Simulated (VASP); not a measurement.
**GaN: single point with PBE**

The system is GaN.

```
CELL_PARAMETERS angstrom
2.97476 0.00000 0.00000
-1.48738 2.57622 0.00000
0.00000 0.00000 5.04401
ATOMIC_POSITIONS crystal
Ga 0.00000 0.00000 0.00000
Ga 0.00000 0.00000 0.50000
N 0.33333 0.66667 0.25000
N 0.66667 0.33333 0.75000
```

* Program: VASP 6.6.1
* Task: single point
* Functional: PBE
* Potentials or basis: VASP PAW PBE potentials, release 64 (Ga_d, N)
* Cutoff: 520 eV
* k mesh: 9 × 9 × 4
* Occupations: gaussian, width 0.01 eV
* Spin: no spin polarisation
* Dipole correction: no
* Further INCAR settings: ALGO = Normal; EDIFF = 1e-06; NBANDS = 26

| Quantity | Value |
| --- | --- |
| Pressure | 7.3 GPa |
| Band gap on the k mesh | 1.29 eV (least direct gap 1.69 eV) |

Stress tensor (GPa, compression positive):
```
6.85 0.00 0.00
0.00 6.85 0.00
0.00 0.00 8.14
```

Levels at points of the mesh, in eV from the valence-band top:
| k point | band 14 | band 15 | band 16 | band 17 | band 18 | band 19 | band 20 | band 21 | band 22 | band 23 |
| --- | --- | --- | --- | --- | --- | --- | --- | --- | --- | --- |
| (0.00, 0.00, 0.00) | -0.90 | -0.54 | -0.54 | -0.11 | -0.11 | 1.59 | 4.58 | 9.18 | 10.40 | 10.40 |
| (0.00, 0.00, 0.50) | -5.17 | -0.29 | -0.29 | -0.29 | -0.29 | 4.30 | 4.30 | 9.23 | 9.23 | 11.02 |

Run time: 34 s on 1 thread of AMD EPYC 7R43 64-Core Processor (Zen 3) (shared host), peak memory 0.14 GiB.

Caveat: the cell stands under pressure; an odd mesh through Γ misses points on the zone boundary, where band edges can lie.
